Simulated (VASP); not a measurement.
Set up this calculation in VASP 6.6.1, as the native input.

* Task: relaxation of cell and atoms
* Functional: PBE
* Potentials or basis: VASP PAW PBE potentials, release 64 (Zn, Sn_d, N)
* Cutoff: 600 eV
* k mesh: 4 × 4 × 2
* Occupations: gaussian, width 0.15 eV
* Spin: no spin polarisation
* Dipole correction: no
* Further INCAR settings: ALGO = Normal; EDIFF = 1e-07; IBRION = 2; EDIFFG = -0.08; NSW = 36; ISIF = 3

The structure of ZnSn2N2 lies in POSCAR:

```
ZnSn2N2
1.0
    3.6000000000      0.0000000000      0.0000000000
   -1.8000000000      3.1176914500      0.0000000000
    0.0000000000      0.0000000000      7.2000000000
Zn Sn N
1 2 2
Direct
    0.0000000000      0.0000000000      0.0000000000
    0.6666666700      0.3333333300      0.3700000000
    0.3333333300      0.6666666700      0.6300000000
    0.3333333300      0.6666666700      0.2200000000
    0.6666666700      0.3333333300      0.7800000000
```

One way to write it, as run:

INCAR

```
SYSTEM = ZnSn2N2
PREC = Accurate
ENCUT = 600
EDIFF = 1E-7
ISMEAR = 0
SIGMA = 0.15
LREAL = .False.
LASPH = .True.
NELM = 80
ALGO = Normal
ISIF = 3
LWAVE = .False.
LCHARG = .False.
GGA = PE
IBRION = 2
NSW = 36
EDIFFG = -0.08
```

KPOINTS

```
Automatic mesh
0
Gamma
  4 4 2
  0 0 0
```

Potentials or basis: VASP PAW PBE potentials, release 64 (Zn, Sn_d, N).

The run is started by

```bash
$ cat potpaw_PBE.64/Zn/POTCAR potpaw_PBE.64/Sn_d/POTCAR potpaw_PBE.64/N/POTCAR > POTCAR
$ mpirun -np 1 vasp_std > vasp.out
```

It gave:

```
Relaxed volume                         : 16.43 Å³/atom
Relaxed cell                           : a = 3.272 Å, b = 3.272 Å, c = 8.860 Å, α = 90.00°, β = 90.00°, γ = 120.00°
Space group after relaxing (to 0.05 Å) : P-3m1 (No. 164)
Energy gained by relaxing              : 521.8 meV/atom
Ionic steps                            : 24
Pressure after relaxing                : -0.3 GPa
Largest force after relaxing           : 0.048 eV/Å
Band gap on the k mesh                 : 0.68 eV, indirect (least direct gap 0.96 eV)
```

Caveat: the k points lie up to 0.55 Å⁻¹ apart in the final cell; spin-orbit coupling is left out, which moves the levels of the heavy elements; the relaxation stopped at a loose force limit of 0.08 eV/Å, so its end isn't a converged minimum.

Wall time 9.7 min on 1 thread of Intel(R) Xeon(R) Platinum 8259CL CPU @ 2.50GHz (Skylake/Cascade Lake) (shared host), peak memory 0.24 GiB.
